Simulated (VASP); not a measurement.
# Mg: single point with LDA

Mg:

```
CELL_PARAMETERS angstrom
3.13551 0.00000 0.00000
-1.56776 2.71543 0.00000
0.00000 0.00000 5.09051
ATOMIC_POSITIONS crystal
Mg 0.33333 0.66667 0.25000
Mg 0.66667 0.33333 0.75000
```

```
Program                : VASP 6.6.1
Task                   : single point
Functional             : LDA
Potentials or basis    : VASP PAW LDA potentials, release 64 (Mg)
Cutoff                 : 520 eV
k mesh                 : 6 × 6 × 4
Occupations            : methfessel-paxton, width 0.05 eV
Spin                   : no spin polarisation
Dipole correction      : no
Further INCAR settings : ALGO = Normal; EDIFF = 1e-06; NBANDS = 9
```

The pressure is -0.4 GPa. The band gap on the k mesh is zero (bands 2 and 3 overlap by 1.59 eV).

Stress tensor (GPa, compression positive):
```
-0.87  0.00  0.00
 0.00 -0.87  0.00
 0.00  0.00  0.44
```

Levels at points of the mesh, in eV from the Fermi level:
| k point | band 1 | band 2 | band 3 | band 4 | band 5 | band 6 |
| --- | --- | --- | --- | --- | --- | --- |
| (0.00, 0.00, 0.00) | -7.02 | -1.59 | -1.12 | 11.38 | 11.38 | 11.55 |
| (0.50, 0.00, 0.00) | -2.07 | -2.04 | 2.89 | 3.24 | 3.55 | 3.97 |
| (0.00, 0.00, 0.50) | -5.57 | -5.57 | 5.34 | 5.34 | 12.13 | 12.13 |
| (0.50, 0.00, 0.50) | -0.99 | -0.99 | -0.30 | -0.30 | 8.39 | 8.39 |

Wall time 8.7 s on 1 thread of Intel Xeon 8259CL, with other jobs on the host, peak memory 0.13 GiB.

Caveat: the k points lie up to 0.39 Å⁻¹ apart, too coarse for converged energies and pressures of a metal.
